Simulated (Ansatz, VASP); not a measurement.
## Two plane-wave programs on GaP

```xyz
2
Lattice="0.0000 2.7254 2.7254 2.7017 0.0000 2.7254 2.7017 2.7254 0.0000" Properties=species:S:1:pos:R:3 pbc="T T T"
Ga    0.0000    0.0000    0.0000
P     1.3508    1.3627    1.3627
```

Change from the starting cell: uniaxial_x strain -0.9%.

Alike in both runs: task single point; functional r2SCAN; k mesh 8 × 8 × 8; no spin polarisation.

```csv
,VASP,Ansatz
version,VASP 6.6.1,Ansatz 0.2.0
potentials or method,"VASP PAW PBE potentials, release 64 (Ga_d, P)","plane waves, PAW"
plane-wave cutoff (eV),520,500
occupations,"gaussian, width 0.01 eV",fixed
valence electrons in the cell,18,18
```

|  | VASP | Ansatz | Ansatz less VASP |
| --- | --- | --- | --- |
| gap on the k mesh at the Fermi level (eV) | 1.80 | 1.79 | -0.008 |
| pressure (GPa) | 0.8 | 0.8 | +0.05 |
| traceless stress, the component that is largest in VASP (GPa) | 0.46 | 0.47 | +0.013 |

VASP's potentials were made for PBE, not for r2SCAN.
